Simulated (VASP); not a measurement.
Input of a VASP 6.6.1 run:

INCAR

```
  PREC = Accurate
  ENCUT = 520
  EDIFF = 1E-7
  ISMEAR = 0
  SIGMA = 0.05
  LREAL = F
  LASPH = T
  NELM = 100
  ALGO = Normal
  ISIF = 2
  LWAVE = F
  LCHARG = F
  NBANDS = 21
```

KPOINTS

```
Automatic mesh
0
Gamma
  8 8 6
```

Contents of POSCAR:

```
AlGaN2
1.0
    3.3834072354      0.0000000000      0.0000000000
    0.0000000000      3.3834072354      0.0000000000
    0.0000000000      0.0000000000      3.8123479684
Al Ga N
1 1 2
Direct
    0.5000000000      0.5000000000      0.5000000000
    0.0000000000      0.0000000000      0.0000000000
    0.5000000000      0.0000000000      0.7382648100
    0.0000000000      0.5000000000      0.2617351900
```

Potentials or basis: VASP PAW LDA potentials, release 64 (Al, Ga_d, N).

Command:

```bash
$ cat potpaw_LDA.64/Al/POTCAR potpaw_LDA.64/Ga_d/POTCAR potpaw_LDA.64/N/POTCAR > POTCAR
$ mpirun -np 1 vasp_std > vasp.out
```

Q: Estimate the pressure.

A: -8.3 GPa.

Q: Estimate the band gap on the k mesh.

A: 2.43 eV, direct.

Q: Estimate the largest force.

A: 0.217 eV/Å.

Forces in eV/Å, atoms in the order of the input:
```
Al   0.000  0.000  0.000
Ga   0.000  0.000  0.000
N    0.000  0.000 -0.217
N    0.000  0.000  0.217
```
